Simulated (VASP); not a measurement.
# SnO (Pmn2_1) in VASP: further runs

The runs below take SnO through single point, with r2SCAN.

Everything below comes from runs of VASP 6.6.1. Logs are shortened: lines on timing, memory, paths and dates and some standing lists are left out, and cuts for length are marked.

## 1. The cell of the first run

The typed cell holds 4 atoms: a = 3.807 Å, b = 4.935 Å, c = 3.809 Å, α = 90.00°, β = 90.00°, γ = 90.00°.

## 2. Single point, r2SCAN

Input file POSCAR:

```
SnO
1.0
    3.8068917455      0.0000000000      0.0000000000
    0.0000000000      4.9347796806      0.0000000000
    0.0000000000      0.0000000000      3.8086140511
Sn O
2 2
Direct
    0.0000000000      0.2324995530      0.3751027281
    0.5000000000      0.7675004470     -0.1248972719
    0.0000000000      1.0000929200      0.8748982719
    0.5000000000     -0.0000929200      0.3748982719
```

Input file INCAR.step1:

```
SYSTEM = SnO
  PREC = Accurate
  ENCUT = 520
  ISMEAR = 0
  SIGMA = 0.02
  LREAL = .False.
  LASPH = .True.
  NELM = 80
  NBANDS = 28
  GGA = PE
  ALGO = Normal
  EDIFF = 1E-4
  LWAVE = .True.
  LCHARG = .False.
```

Input file INCAR.step2:

```
SYSTEM = SnO
  PREC = Accurate
  ENCUT = 520
  EDIFF = 1E-6
  ISMEAR = 0
  SIGMA = 0.02
  LREAL = .False.
  LASPH = .True.
  NELM = 80
  ALGO = Normal
  ISIF = 2
  LWAVE = .False.
  LCHARG = .True.
  METAGGA = R2SCAN
  LMIXTAU = .True.
  LELF = .True.
  LVHAR = .True.
  NBANDS = 28
  ISTART = 1
```

Input file KPOINTS:

```
regular mesh
0
Gamma
  8 4 6
  0 0 0
```

Potentials or basis: VASP PAW PBE potentials, release 64 (Sn_d, O).

The run is started by

```bash
$ cat potpaw_PBE.64/Sn_d/POTCAR potpaw_PBE.64/O/POTCAR > POTCAR
$ cp INCAR.step1 INCAR
$ mpirun -np 1 vasp_std > vasp.out
$ cp INCAR.step2 INCAR
$ mpirun -np 1 vasp_std > vasp.out
```

OUTCAR:

```text
SYSTEM = SnO
   PREC = Accurate
   ENCUT = 520
   EDIFF = 1E-6
   ISMEAR = 0
   LREAL = .False.
   LASPH = .True.
   NELM = 80
   ISIF = 2
   METAGGA = R2SCAN
   ISTART = 1

 ion  position               nearest neighbor table
   1  0.000  0.232  0.375-   3 2.22   4 2.22   4 2.22   3 2.22   2 3.54   2 3.54   2 3.54   2 3.54

   2  0.500  0.768  0.875-   4 2.22   3 2.22   3 2.22   4 2.22   1 3.54   1 3.54   1 3.54   1 3.54

   3  0.000  0.000  0.875-   1 2.22   2 2.22   2 2.22   1 2.22
   4  0.500  1.000  0.375-   2 2.22   1 2.22   1 2.22   2 2.22

  LATTYP: Found a simple orthorhombic cell.
 ALAT       =     3.8068917455
 B/A-ratio  =     1.0004524178
 C/A-ratio  =     1.2962752845

  Lattice vectors:

 A1 = (  -3.8068917455,   0.0000000000,   0.0000000000)
 A2 = (   0.0000000000,   0.0000000000,   3.8086140511)
 A3 = (   0.0000000000,   4.9347796806,   0.0000000000)

Analysis of symmetry for initial positions (statically):
=====================================================================
 Subroutine PRICEL returns:
 Original cell was already a primitive cell.

 Routine SETGRP: Setting up the symmetry group for a
 simple orthorhombic supercell.

 Subroutine GETGRP returns: Found  4 space group operations
 (whereof  2 operations were pure point group operations)
 out of a pool of  8 trial point group operations.

The static configuration has the point symmetry C_1h.
 The point group associated with its full space group is C_2v.

Analysis of symmetry for dynamics (positions and initial velocities):
=====================================================================
 Subroutine PRICEL returns:
 Original cell was already a primitive cell.

 Routine SETGRP: Setting up the symmetry group for a
 simple orthorhombic supercell.

 Subroutine GETGRP returns: Found  4 space group operations
 (whereof  2 operations were pure point group operations)
 out of a pool of  8 trial point group operations.

The dynamic configuration has the point symmetry C_1h.
 The point group associated with its full space group is C_2v.

 Subroutine INISYM returns: Found  4 space group operations
 (whereof  2 operations are pure point group operations),
 and found     1 'primitive' translations

----------------------------------------------------------------------------------------

                                     Primitive cell

  volume of cell :      71.5493

  direct lattice vectors                    reciprocal lattice vectors
     3.806891746  0.000000000  0.000000000     0.262681491  0.000000000  0.000000000
     0.000000000  4.934779681  0.000000000     0.000000000  0.202643292  0.000000000
     0.000000000  0.000000000  3.808614051     0.000000000  0.000000000  0.262562703

  length of vectors
     3.806891746  4.934779681  3.808614051     0.262681491  0.202643292  0.262562703

  position of ions in fractional coordinates (direct lattice)
     0.000000000  0.232499553  0.375102728
     0.500000000  0.767500447  0.875102728
     0.000000000  0.000092920  0.874898272
     0.500000000  0.999907080  0.374898272

  ion indices of the primitive-cell ions
   primitive index   ion index
                 1           1
                 2           2
                 3           3
                 4           4

----------------------------------------------------------------------------------------

 KPOINTS: regular mesh

Automatic generation of k-mesh.
 Grid dimensions read from file:
 generate k-points for:    8    4    6

 Generating k-lattice:

  Cartesian coordinates                     Fractional coordinates (reciprocal lattice)
     0.032835186  0.000000000  0.000000000     0.125000000  0.000000000  0.000000000
     0.000000000  0.050660823  0.000000000     0.000000000  0.250000000  0.000000000
     0.000000000  0.000000000  0.043760451     0.000000000  0.000000000  0.166666667

  Length of vectors
     0.032835186  0.050660823  0.043760451

  Shift w.r.t. Gamma in fractional coordinates (k-lattice)
     0.000000000  0.000000000  0.000000000

 Subroutine IBZKPT returns following result:
 ===========================================

 Found     60 irreducible k-points:

 Following reciprocal coordinates:
            Coordinates               Weight
  0.000000  0.000000  0.000000      1.000000
  0.125000  0.000000  0.000000      2.000000
  0.250000  0.000000  0.000000      2.000000
  0.375000  0.000000  0.000000      2.000000
  0.500000  0.000000  0.000000      1.000000
  0.000000  0.250000  0.000000      2.000000
[... 16 lines left out ...]
  0.250000  0.250000  0.166667      8.000000
  0.375000  0.250000  0.166667      8.000000
 [... further k-points ...]
   k-points           NKPTS =     60   k-points in BZ     NKDIM =     60   number of bands    NBANDS=     28
   number of dos      NEDOS =    301   number of ions     NIONS =      4
   total plane-waves  NPLWV =  31360
   dimension x,y,z NGX =    28 NGY =   40 NGZ =   28
   dimension x,y,z NGXF=    56 NGYF=   80 NGZF=   56
   ions per type =               2   2
   NGX,Y,Z   is equivalent  to a cutoff of  12.23, 13.48, 12.22 a.u.
   NGXF,Y,Z  is equivalent  to a cutoff of  24.46, 26.95, 24.44 a.u.
 SYSTEM =  SnO
   PREC   = accura    normal or accurate (medium, high low for compatibility)
   ISTART =      1    job   : 0-new  1-cont  2-samecut
   ICHARG =      0    charge: 1-file 2-atom 10-const
   ISPIN  =      1    spin polarized calculation?
   LNONCOLLINEAR =      F non collinear calculations
   LSORBIT =      F    spin-orbit coupling
   LASPH  =      T    aspherical Exc in radial PAW
   ENCUT  =  520.0 eV  38.22 Ry    6.18 a.u.   7.08  9.18  7.08*2*pi/ulx,y,z
   NELM   =     80;   NELMIN=  2; NELMDL=  0     # of ELM steps
   EDIFF  = 0.1E-05   stopping-criterion for ELM
   LREAL  =      F    real-space projection
   EDIFFG = 0.1E-04   stopping-criterion for IOM
   NSW    =      0    number of steps for IOM
   IBRION =     -1    ionic relax: 0-MD 1-quasi-New 2-CG
   NFREE  =      0    steps in history (QN), initial steepest desc. (CG)
   ISIF   =      2    stress and relaxation
   ISYM   =      2    0-nonsym 1-usesym 2-fastsym
   POTIM  = 0.5000    time-step for ionic-motion
   TEBEG  =    0.0;   TEEND  =   0.0 temperature during run
   PSTRESS=    0.0 pullay stress
   NELECT =      40.0000    total number of electrons
   NUPDOWN=      -1.0000    fix difference up-down
   EMIN   =  10.00;   EMAX   =-10.00  energy-range for DOS
   EFERMI =   0.00;   METHOD = LEGACY
   ISMEAR =     0;   SIGMA  =   0.02  broadening in eV -4-tet -1-fermi 0-gaus
   EFERMI_NEDOS =   21; number of points for ismear=-14 and -15
   IALGO  =     38    algorithm
   IMIX   =      4    mixing-type and parameters
     AMIX     =   0.40;   BMIX     =  1.00
     AMIX_MAG =   1.60;   BMIX_MAG =  1.00
  volume/ion in A,a.u.               =      17.89       120.71
  Fermi-wavevector in a.u.,A,eV,Ry     =   1.348631  2.548543 24.746345  1.818805
  Thomas-Fermi vector in A             =   2.476284
   LORBIT       =      0    0 simple, 1 ext, 2 COOP (PROOUT), +10 PAW based schemes
   METAGGA = R2SCAN    functional components
   LHFCALC =     F    Hartree Fock is set to
   AEXX    =    0.0000 exact exchange contribution
   IVDW    =     0    specifies the selected vdW correction
   LEPSILON=     F    determine dielectric tensor
   LRPA    =     F    only Hartree local field effects (RPA)
 non-spin polarized calculation
 Gauss-broadening in eV      SIGMA  =   0.02
  energy-cutoff  :      520.00
  volume of cell :       71.55
 maximum number of plane-waves:      1952
   NGX = 15   NGY = 19   NGZ = 15

 number of electron      39.9999994 magnetization

 Free energy of the ion-electron system (eV)
  ---------------------------------------------------
  ext. energy  EPLUGINS =         0.00000000
  ---------------------------------------------------
  free energy    TOTEN  =       -66.90377657 eV

  energy without entropy =      -66.90377657  energy(sigma->0) =      -66.90377657

 E-fermi :   7.0113     XC(G=0): -10.7982

 val. band max:        6.9079929210   @ k =   0.0000   0.0000   0.0000
 cond. band min:       7.2736596812   @ k =   0.5000   0.0000   0.5000
 fundamental gap:      0.3656667602
 Fermi energy:         7.0112630857

 k-point     1 :       0.0000    0.0000    0.0000
  band No.  band energies     occupation
      1     -16.0230      2.00000
      2     -15.4610      2.00000
      3     -15.4446      2.00000
      4     -15.4446      2.00000
      5     -15.3983      2.00000
      6     -15.3750      2.00000
[... 20 lines left out ...]
     27      14.0532      0.00000
     28      14.7261      0.00000

 k-point     2 :       0.1250    0.0000    0.0000
  band No.  band energies     occupation
      1     -16.0143      2.00000
      2     -15.4814      2.00000
      3     -15.4420      2.00000
      4     -15.4412      2.00000
      5     -15.4379      2.00000
      6     -15.4002      2.00000
[... 20 lines left out ...]
     27      14.3229      0.00000
     28      15.8959      0.00000

 k-point     3 :       0.2500    0.0000    0.0000
  band No.  band energies     occupation
      1     -15.9897      2.00000
      2     -15.6408      2.00000
      3     -15.4339      2.00000
      4     -15.4325      2.00000
      5     -15.4261      2.00000
      6     -15.4047      2.00000
[... 20 lines left out ...]
     27      14.6380      0.00000
     28      17.9486      0.00000

 k-point     4 :       0.3750    0.0000    0.0000
  band No.  band energies     occupation
      1     -15.9486      2.00000
      2     -15.7823      2.00000
      3     -15.4222      2.00000
      4     -15.4220      2.00000
      5     -15.4126      2.00000
      6     -15.4098      2.00000
[... 578 lines left out ...]
     27      15.3591      0.00000
     28      16.9994      0.00000

 k-point    23 :       0.2500    0.2500    0.1667
  band No.  band energies     occupation
      1     -15.9794      2.00000
      2     -15.7062      2.00000
      3     -15.4439      2.00000
      4     -15.4305      2.00000
      5     -15.4203      2.00000
      6     -15.3951      2.00000
[... 20 lines left out ...]
     27      15.8573      0.00000
     28      16.8589      0.00000

 k-point    24 :       0.3750    0.2500    0.1667
  band No.  band energies     occupation
      1     -15.9498      2.00000
      2     -15.8181      2.00000
      3     -15.4352      2.00000
      4     -15.4270      2.00000
      5     -15.4111      2.00000
      6     -15.4001      2.00000
[... 20 lines left out ...]
     27      15.7420      0.00000
     28      16.4115      0.00000

 [... further k-points ...]
[... 5 lines left out ...]
  --------------------------------------------------------------------------------------
  -------------------------------------------------------------------------------------
  Total        0.2678910      0.2344266      0.2635576      0.0000000      0.0000000      0.0000000
  in kB        5.9987867      5.2494299      5.9017498      0.0000000      0.0000000      0.0000000
  external PRESSURE =       5.7166555 kB  Pullay stress =       0.0000000 kB

 VOLUME and BASIS-vectors are now :
 -----------------------------------------------------------------------------
  energy-cutoff  :      520.00
  volume of cell :       71.55
      direct lattice vectors                 reciprocal lattice vectors
     3.806891746  0.000000000  0.000000000     0.262681491  0.000000000  0.000000000
     0.000000000  4.934779681  0.000000000     0.000000000  0.202643292  0.000000000
     0.000000000  0.000000000  3.808614051     0.000000000  0.000000000  0.262562703

 POSITION                                       TOTAL-FORCE (eV/Angst)
 -----------------------------------------------------------------------------------
      0.00000      1.14733      1.42862         0.000000      0.138102     -0.002887
      1.90345      3.78745      3.33293         0.000000     -0.138102     -0.002887
      0.00000      0.00046      3.33215         0.000000     -0.000454      0.002887
      1.90345      4.93432      1.42784         0.000000      0.000454      0.002887
 -----------------------------------------------------------------------------------
    total drift:                                0.000000      0.000000     -0.000079

  FREE ENERGIE OF THE ION-ELECTRON SYSTEM (eV)
  ---------------------------------------------------
  free  energy   TOTEN  =       -66.9037765713 eV

  energy  without entropy=      -66.9037765713  energy(sigma->0) =      -66.90377657
```

Run time: 2.6 min. Hardware: 1 thread of Intel Xeon 6975P-C (Granite Rapids), shared host; peak memory 0.24 GiB.

Results:

- Free energy: -66.9038 eV
- Pressure: 0.6 GPa
- Largest force: 0.138 eV/Å
- Band gap on the k mesh: 0.37 eV (least direct gap 2.34 eV)

Forces on the atoms (eV/Å):
```
Sn   0.000  0.138 -0.003
Sn   0.000 -0.138 -0.003
O    0.000  0.000  0.003
O    0.000  0.000  0.003
```

Caveat: semilocal functionals underestimate gaps, and a narrow one can read as zero; the PAW data sets were made with another functional, which shifts forces and pressure a little; spin-orbit coupling is left out, which moves the levels of the heavy elements. A k mesh can miss the band edges.

## 3. Single point, r2SCAN

POSCAR is that of step 2.

Input file INCAR.step1:

```
SYSTEM = SnO
PREC = Accurate ; ENCUT = 520
ISMEAR = 0 ; SIGMA = 0.02
LREAL = .False. ; LASPH = .True.
NELM = 80 ; NBANDS = 28
GGA = PE ; ALGO = Normal
EDIFF = 1E-4 ; LWAVE = .True.
LCHARG = .False.
```

Input file INCAR.step2:

```
SYSTEM = SnO
PREC = Accurate ; ENCUT = 520
EDIFF = 1E-6 ; ISMEAR = 0
SIGMA = 0.02 ; LREAL = .False.
LASPH = .True. ; NELM = 80
ALGO = Normal ; ISIF = 2
LWAVE = .False. ; LCHARG = .False.
METAGGA = R2SCAN ; LMIXTAU = .True.
NBANDS = 28 ; ISTART = 1
```

Input file KPOINTS:

```
regular mesh
0
Gamma
  8 6 8
  0 0 0
```

Potentials or basis: VASP PAW PBE potentials, release 64 (Sn_d, O).

The run is started by

```bash
$ cat potpaw_PBE.64/Sn_d/POTCAR potpaw_PBE.64/O/POTCAR > POTCAR
$ cp INCAR.step1 INCAR
$ mpirun -np 1 vasp_std > vasp.out
$ cp INCAR.step2 INCAR
$ mpirun -np 1 vasp_std > vasp.out
```

Wall time 4.2 min (1 thread of Intel Xeon 6975P-C (Granite Rapids), shared host); peak memory 0.29 GiB.

It converged, with:

* Free energy: -66.9037 eV
* Pressure: 0.6 GPa
* Largest force: 0.139 eV/Å
* Band gap on the k mesh: 0.37 eV (least direct gap 2.34 eV)

Forces in eV/Å, atoms in the order of the input:
```
Sn   0.000  0.139 -0.003
Sn   0.000 -0.139 -0.003
O    0.000  0.000  0.003
O    0.000  0.000  0.003
```

Stress tensor (GPa, compression positive):
```
0.60 0.00 0.00
0.00 0.52 0.00
0.00 0.00 0.59
```

Levels at points of the mesh, in eV from the valence-band top:
| k point | band 17 | band 18 | band 19 | band 20 | band 21 | band 22 | band 23 | band 24 |
| --- | --- | --- | --- | --- | --- | --- | --- | --- |
| (0.00, 0.00, 0.00) | -3.86 | -3.57 | -3.57 | 0.00 | 2.34 | 4.38 | 5.02 | 5.03 |
| (0.50, 0.00, 0.00) | -5.25 | -5.25 | -2.87 | -2.87 | 3.37 | 3.37 | 6.22 | 6.22 |
| (0.00, 0.50, 0.00) | -3.58 | -3.58 | -3.23 | -2.51 | 1.98 | 3.29 | 3.30 | 3.89 |
| (0.50, 0.50, 0.00) | -5.22 | -5.22 | -1.96 | -1.96 | 2.71 | 2.71 | 5.81 | 5.81 |
| (0.00, 0.00, 0.50) | -5.25 | -5.25 | -2.87 | -2.87 | 3.38 | 3.38 | 6.22 | 6.22 |
| (0.50, 0.00, 0.50) | -2.89 | -2.89 | -2.07 | -2.07 | 0.37 | 0.37 | 4.75 | 4.75 |
| (0.00, 0.50, 0.50) | -5.22 | -5.22 | -1.97 | -1.97 | 2.71 | 2.71 | 5.81 | 5.81 |
| (0.50, 0.50, 0.50) | -2.89 | -2.89 | -2.77 | -2.77 | 2.57 | 2.57 | 4.21 | 4.21 |

Caveat: semilocal functionals underestimate gaps, and a narrow one can read as zero; the PAW data sets were made with another functional, which shifts forces and pressure a little; spin-orbit coupling is left out, which moves the levels of the heavy elements.
